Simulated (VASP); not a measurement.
# AlN (scanat) (P6_3mc) in VASP: notebook, part 2 of 2

VASP 6.6.1. Earlier steps stand in the parts before.

**4. Single point, r2SCAN**

POSCAR reads:

```
AlN
1.0
    3.1135756528      0.0000000000      0.0000000000
   -1.5567878264      2.6964356119      0.0000000000
    0.0000000000      0.0000000000      4.9831268775
Al N
2 2
Direct
    0.3333333333      0.6666666667     -0.0177043213
    0.6666666667      0.3333333333      0.4822956787
    0.3333333333      0.6666666667      0.3997043213
    0.6666666667      0.3333333333      0.8997043213
```

INCAR.step1 reads:

```
SYSTEM = AlN
PREC = Accurate
ENCUT = 520
ISMEAR = 0
SIGMA = 0.01
LREAL = .FALSE.
LASPH = .TRUE.
NELM = 100
NBANDS = 16
GGA = PE
ALGO = Normal
EDIFF = 1E-4
LWAVE = .TRUE.
LCHARG = .FALSE.
```

INCAR.step2 reads:

```
SYSTEM = AlN
PREC = Accurate
ENCUT = 520
EDIFF = 1E-6
ISMEAR = 0
SIGMA = 0.01
LREAL = .FALSE.
LASPH = .TRUE.
NELM = 100
ALGO = Normal
ISIF = 2
LWAVE = .FALSE.
LCHARG = .FALSE.
METAGGA = R2SCAN
LMIXTAU = .TRUE.
NBANDS = 16
ISTART = 1
```

KPOINTS reads:

```
regular mesh
0
G
  9 9 6
  0 0 0
```

Potentials or basis: VASP PAW PBE potentials, release 64 (Al, N).

Command:

```bash
$ cat potpaw_PBE.64/Al/POTCAR potpaw_PBE.64/N/POTCAR > POTCAR
$ cp INCAR.step1 INCAR
$ mpirun -np 1 vasp_std > vasp.out
$ cp INCAR.step2 INCAR
$ mpirun -np 1 vasp_std > vasp.out
```

OUTCAR:

```text
SYSTEM = AlN
   PREC = Accurate
   ENCUT = 520
   EDIFF = 1E-6
   ISMEAR = 0
   LREAL = .FALSE.
   LASPH = .TRUE.
   NELM = 100
   ISIF = 2
   METAGGA = R2SCAN
   ISTART = 1

 ion  position               nearest neighbor table
   1  0.333  0.667  0.982-   4 1.84   4 1.84   4 1.84   3 2.08   2 3.07   2 3.07   2 3.07   2 3.07
                             2 3.07   2 3.07
   2  0.667  0.333  0.482-   3 1.84   3 1.84   3 1.84   4 2.08   1 3.07   1 3.07   1 3.07   1 3.07
                             1 3.07   1 3.07
   3  0.333  0.667  0.400-   2 1.84   2 1.84   2 1.84   1 2.08
   4  0.667  0.333  0.900-   1 1.84   1 1.84   1 1.84   2 2.08

  LATTYP: Found a hexagonal cell.
 ALAT       =     3.1135756528
 C/A-ratio  =     1.6004515172

  Lattice vectors:

 A1 = (   3.1135756528,   0.0000000000,   0.0000000000)
 A2 = (  -1.5567878264,   2.6964356119,   0.0000000000)
 A3 = (   0.0000000000,   0.0000000000,   4.9831268775)

Analysis of symmetry for initial positions (statically):
=====================================================================
 Subroutine PRICEL returns:
 Original cell was already a primitive cell.

 Routine SETGRP: Setting up the symmetry group for a
 hexagonal supercell.
[... 171 lines left out ...]

  energy without entropy =      -38.16443107  energy(sigma->0) =      -38.16443107

 E-fermi :   6.5364     XC(G=0): -11.3950

 val. band max:        6.4379197699   @ k =   0.0000   0.0000   0.0000
 cond. band min:      10.7042811243   @ k =   0.0000   0.0000   0.0000
 fundamental gap:      4.2663613545
 Fermi energy:         6.5364342589

 k-point     1 :       0.0000    0.0000    0.0000
  band No.  band energies     occupation
      1     -10.0974      2.00000
      2      -8.0100      2.00000
      3       0.0142      2.00000
      4       4.7220      2.00000
      5       4.7220      2.00000
      6       5.3879      2.00000
[... 433 lines left out ...]
      3       0.9944      2.00000
      4       1.6441      2.00000
      5       1.6441      2.00000
      6       2.9355      2.00000
[... 8 lines left out ...]
     15      19.2847      0.00000
     16      22.1935      0.00000

 [... further k-points ...]
[... 5 lines left out ...]
  --------------------------------------------------------------------------------------
  -------------------------------------------------------------------------------------
  Total        1.5499987      1.5499987     -2.7557165      0.0000000      0.0000000      0.0000000
  in kB       59.3595365     59.3595365   -105.5343145      0.0000000      0.0000000      0.0000000
  external PRESSURE =       4.3949195 kB  Pullay stress =       0.0000000 kB

 VOLUME and BASIS-vectors are now :
 -----------------------------------------------------------------------------
  energy-cutoff  :      520.00
  volume of cell :       41.84
      direct lattice vectors                 reciprocal lattice vectors
     3.113575653  0.000000000  0.000000000     0.321174146  0.185429979  0.000000000
    -1.556787826  2.696435612  0.000000000     0.000000000  0.370859959  0.000000000
     0.000000000  0.000000000  4.983126878     0.000000000  0.000000000  0.200677210

 POSITION                                       TOTAL-FORCE (eV/Angst)
 -----------------------------------------------------------------------------------
     -0.00000      1.79762      4.89490         0.000000      0.000000      1.340913
      1.55679      0.89881      2.40334        -0.000000      0.000000      1.340913
     -0.00000      1.79762      1.99178         0.000000     -0.000000     -1.340913
      1.55679      0.89881      4.48334         0.000000      0.000000     -1.340913
 -----------------------------------------------------------------------------------
    total drift:                               -0.000000      0.000000      0.019708

  FREE ENERGIE OF THE ION-ELECTRON SYSTEM (eV)
  ---------------------------------------------------
  free  energy   TOTEN  =       -38.1644310740 eV

  energy  without entropy=      -38.1644310740  energy(sigma->0) =      -38.16443107
```

OUTCAR.step1:

```text
SYSTEM = AlN
   PREC = Accurate
   ENCUT = 520
   ISMEAR = 0
   LREAL = .FALSE.
   LASPH = .TRUE.
   NELM = 100
[... 689 lines left out ...]
      1.55679      0.89881      2.40334         0.000000     -0.000000      1.281560
     -0.00000      1.79762      1.99178         0.000000      0.000000     -1.281560
      1.55679      0.89881      4.48334         0.000000      0.000000     -1.281560
 -----------------------------------------------------------------------------------
    total drift:                                0.000000      0.000000     -0.002368

  FREE ENERGIE OF THE ION-ELECTRON SYSTEM (eV)
  ---------------------------------------------------
  free  energy   TOTEN  =       -29.4959806940 eV

  energy  without entropy=      -29.4959806940  energy(sigma->0) =      -29.49598069
```

OSZICAR.step1:

```text
N       E                     dE             d eps       ncg     rms          rms(c)
DAV:   1     0.407745035050E+02    0.40775E+02   -0.74865E+03  1544   0.903E+02
DAV:   2    -0.309508753390E+02   -0.71725E+02   -0.66601E+02  2192   0.187E+02
DAV:   3    -0.343301619604E+02   -0.33793E+01   -0.33710E+01  1888   0.423E+01
DAV:   4    -0.343510328611E+02   -0.20871E-01   -0.20870E-01  1904   0.372E+00
DAV:   5    -0.343513098197E+02   -0.27696E-03   -0.27696E-03  1928   0.432E-01    0.123E+01
DAV:   6    -0.294882267782E+02    0.48631E+01   -0.10802E+01  1840   0.240E+01    0.421E+00
DAV:   7    -0.295085776765E+02   -0.20351E-01   -0.67121E-01  1688   0.581E+00    0.297E+00
DAV:   8    -0.295000674979E+02    0.85102E-02   -0.59986E-02  1664   0.226E+00    0.580E-01
DAV:   9    -0.294954118483E+02    0.46556E-02   -0.11472E-02  1960   0.796E-01    0.247E-01
DAV:  10    -0.294960587753E+02   -0.64693E-03   -0.22797E-03  1640   0.298E-01    0.127E-01
DAV:  11    -0.294959806940E+02    0.78081E-04   -0.20376E-04  1528   0.111E-01
   1 F= -.29495981E+02 E0= -.29495981E+02  d E =-.166422E-13
```

Wall time 47 s (1 thread of Intel Xeon Platinum 8488C (Sapphire Rapids), shared host); peak memory 0.17 GiB.

Results:

| Quantity | Value |
| --- | --- |
| Free energy | -38.1644 eV |
| Pressure | 0.4 GPa |
| Largest force | 1.341 eV/Å |
| Band gap on the k mesh | 4.27 eV, direct |

Forces in eV/Å, atoms in the order of the input:
```
Al   0.000  0.000  1.341
Al   0.000  0.000  1.341
N    0.000  0.000 -1.341
N    0.000  0.000 -1.341
```

Caveat: the PAW data sets were made with another functional, which shifts forces and pressure a little.
